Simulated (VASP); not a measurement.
Wanted: the native input for a VASP 6.6.1 run.

| Property | Result |
| --- | --- |
| Task | single point |
| Functional | PBE |
| Potentials or basis | VASP PAW PBE potentials, release 64 (In_d, As) |
| Cutoff | 520 eV |
| k mesh | 6 × 6 × 6 |
| Occupations | fermi-dirac, width 0.02 eV |
| Spin | no spin polarisation |
| Dipole correction | no |
| Further INCAR settings | ALGO = Normal; EDIFF = 1e-06; NBANDS = 16 |

The structure of InAs lies in POSCAR:

```
InAs
1.0
    0.0000000000      3.0944669362      3.0944669362
    3.0944669362      0.0000000000      3.0944669362
    3.0944669362      3.0944669362      0.0000000000
In As
1 1
Direct
    0.0000000000      0.0000000000      0.0000000000
    0.2500000000      0.2500000000      0.2500000000
```

The input as run:

INCAR

```
SYSTEM = InAs
ALGO     = Normal         ! electronic algorithm
EDIFF    = 1E-6           ! SCF threshold, eV
ENCUT    = 520            ! plane-wave cutoff, eV
GGA      = PE             ! functional
ISIF     = 2              ! what is computed and relaxed
ISMEAR   = -1             ! smearing method
LASPH    = .True.         ! aspherical terms in the spheres
LCHARG   = .False.        ! write CHGCAR
LREAL    = .False.        ! projectors in reciprocal space
LWAVE    = .False.        ! write WAVECAR
NBANDS   = 16             ! bands
NELM     = 100            ! most SCF steps
PREC     = Accurate       ! precision mode
SIGMA    = 0.02           ! smearing width, eV
```

KPOINTS

```
k-points
0
Gamma
  6 6 6
  0 0 0
```

Potentials or basis: VASP PAW PBE potentials, release 64 (In_d, As).

Launch:

```console
$ cat potpaw_PBE.64/In_d/POTCAR potpaw_PBE.64/As/POTCAR > POTCAR
$ mpirun -np 1 vasp_std > vasp.out
```

It gave:

```yaml
Pressure: 0.0 GPa
Band_gap_on_the_k_mesh: zero (filled and empty bands touch)
```

Caveat: semilocal functionals underestimate gaps, so a narrow gap can read as zero; spin-orbit coupling is left out, which moves the levels of the heavy elements.

Wall time 7.8 s on 1 thread of Intel(R) Xeon(R) 6975P-C (Granite Rapids), with other jobs on the host, peak memory 0.2 GiB.
